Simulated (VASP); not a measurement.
Runs of VASP 6.6.1 on Au. The structure is that of space group P6/mmm (No. 191), or close to it. The cells are those of the table. This isn't the form of Au at room conditions, which is fcc.

```csv
cell,gap on the mesh (eV),pressure (GPa)
"a = 4.549, b = 4.549, c = 2.717 Å, angles 90.0, 90.0, 120.0°, 3 atoms",none,(b)
"a = 4.732, b = 4.732, c = 2.826 Å, angles 90.0, 90.0, 120.0°, 3 atoms",none,-11.1
"a = 4.485, b = 4.485, c = 2.679 Å, angles 90.0, 90.0, 120.0°, 3 atoms",none,20.1
"a = 4.612, b = 4.612, c = 2.755 Å, angles 90.0, 90.0, 120.0°, 3 atoms",none,(a)
"a = 4.672, b = 4.672, c = 2.791 Å, angles 90.0, 90.0, 120.0°, 3 atoms",none,-6.1
"a = 4.419, b = 4.419, c = 2.640 Å, angles 90.0, 90.0, 120.0°, 3 atoms",none,34.5
```

Alike in all rows: task single point; level LDA; potentials or basis VASP PAW LDA potentials, release 64 (Au); no spin polarisation; k mesh 11 × 11 × 15; cutoff (eV) 520; smearing fermi-dirac 0.1 eV.

Q: Fill in the values left out.

A: (a) 0.4; (b) 8.9.

Caveats: spin-orbit coupling is left out, which moves the levels of the heavy elements; the cell stands under pressure (at least some runs); the cell stands under tension (at least some runs).

A k mesh can miss the band edges, and the runs leave out spin-orbit coupling on Au.

A gap of «none» marks levels without a gap at the run's occupations.
